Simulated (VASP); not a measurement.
A run of VASP 6.6.1 is set up as follows.

Contents of INCAR:

```
SYSTEM = Ni
PREC     = Accurate       ! precision mode
ENCUT    = 520            ! plane-wave cutoff, eV
EDIFF    = 1E-6           ! SCF threshold, eV
ISMEAR   = -1             ! smearing method
SIGMA    = 0.05           ! smearing width, eV
LREAL    = .FALSE.        ! projectors in reciprocal space
LASPH    = .TRUE.         ! aspherical terms in the spheres
NELM     = 150            ! most SCF steps
ALGO     = Normal         ! electronic algorithm
ISIF     = 2              ! what is computed and relaxed
LWAVE    = .FALSE.        ! write WAVECAR
LCHARG   = .FALSE.        ! write CHGCAR
ISPIN    = 2              ! spin polarisation
MAGMOM   = 1 1            ! initial moments
LORBIT   = 11             ! projections on sites
LMAXMIX  = 4              ! l up to which the mixer works
GGA      = PE             ! functional
IVDW     = 13             ! dispersion correction
NBANDS   = 21             ! bands
```

The input KPOINTS:

```
regular mesh
0
G
  12 12 7
  0 0 0
```

The input POSCAR:

```
Ni
1.0
    2.4635745356      0.0000000000      0.0000000000
   -1.2317872678      2.1335181319      0.0000000000
    0.0000000000      0.0000000000      4.0343840893
Ni
2
Direct
    0.6666666667      0.3333333333      0.7500000000
    0.3333333333      0.6666666667      0.2500000000
```

Potentials or basis: VASP PAW PBE potentials, release 64 (Ni).

The run is started by

```sh
$ cat potpaw_PBE.64/Ni/POTCAR > POTCAR
$ mpirun -np 1 vasp_std > vasp.out
```

Task: What does it give for the site moments?

Result: Ni +0.65 μB.

Task: Estimate the dispersion energy per atom.

Result: -0.466 eV.
